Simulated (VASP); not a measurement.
Ga3PtSe2, 6 atoms in the cell. The structure is trigonal, space group P-3m1 (No. 164). The conventional cell has a = 3.663 Å, b = 3.663 Å, c = 9.038 Å, α = 90.00°, β = 90.00°, γ = 120.00°. Within 3.3 Å of Ga (site symmetry 3m) lie 3 Se at 2.53 Å and 3 Pt at 2.74 Å. Ga (site symmetry -3m) has 6 Se at 2.53 Å within 3.3 Å. Within 3.8 Å of Pt (site symmetry -3m) lie 6 Ga at 2.74 Å and 6 Pt at 3.66 Å and 6 Se at 3.77 Å. Within 3.3 Å of Se (site symmetry 3m) lie 6 Ga at 2.53 Å. 

| Item | Value |
| --- | --- |
| Program | VASP 6.6.1 |
| Task | single point |
| Functional | PBE |
| Potentials or basis | VASP PAW PBE potentials, release 64 (Ga_d, Pt, Se) |
| Cutoff | 520 eV |
| k mesh | 6 × 6 × 2 |
| Occupations | gaussian, width 0.1 eV |
| Spin | no spin polarisation |
| Dipole correction | no |
| Further INCAR settings | ALGO = Normal; EDIFF = 1e-07; NBANDS = 40 |

Potentials or basis: VASP PAW PBE potentials, release 64 (Ga_d, Pt, Se).

Launch:

```console
$ cat potpaw_PBE.64/Ga_d/POTCAR potpaw_PBE.64/Pt/POTCAR potpaw_PBE.64/Se/POTCAR > POTCAR
$ mpirun -np 1 vasp_std > vasp.out
```

Hardware: 1 thread of Intel(R) Xeon(R) Platinum 8259CL CPU @ 2.50GHz (Skylake/Cascade Lake), on a shared host.

**Question.** Estimate the wall time of this run.

**Answer.** Wall time 68 s on 1 thread of Intel(R) Xeon(R) Platinum 8259CL CPU @ 2.50GHz (Skylake/Cascade Lake), with other jobs on the host, peak memory 0.24 GiB. Counts: scf iterations 15, k points 14.
